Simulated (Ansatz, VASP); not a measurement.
## Two plane-wave programs on Ti3Al5

```
Ti Al
1.0
     3.88330    0.04854    0.00000
     0.04854    3.88330    0.00000
     0.00000    0.00000    8.29688
Ti Al
3 5
Direct
  0.00000 0.00000 0.50000
  0.50000 0.50000 0.00000
  0.50000 0.50000 0.50000
  0.00000 0.50000 0.25235
  0.00000 0.50000 0.74765
  0.50000 0.00000 0.25235
  0.50000 0.00000 0.74765
  0.00000 0.00000 0.00000
```

Change from the starting cell: strain +0.0250 x Voigt [0, 0, 0, 0, 0, 1], atoms carried along.

Alike in both runs: task single point; functional PBEsol; k mesh 10 × 10 × 6; occupations gaussian, width 0.15 eV; no spin polarisation.

|  | VASP | Ansatz |
| --- | --- | --- |
| version | VASP 6.6.1 | Ansatz 0.2.0 |
| potentials or method | VASP PAW PBE potentials, release 64 (Ti_sv, Al), cutoff 520 eV | scalar-relativistic, plane waves, PAW |
| valence electrons in the cell | 51 | 51 |

VASP gave:

- gap on the k mesh at the Fermi level (eV): none
- pressure (GPa): 0.1
- traceless stress, the component that is largest in VASP (GPa): -2.51

Problem. Estimate Ansatz's values.

Solution. gap on the k mesh at the Fermi level (eV): none; pressure (GPa): 0.1; traceless stress, the component that is largest in VASP (GPa): -2.50.

VASP's potentials were made for PBE, not for PBEsol. A gap of «none» marks a metal or a gap that the smearing closes. With one functional, cell and mesh, what is left measures potentials, basis and numerics.
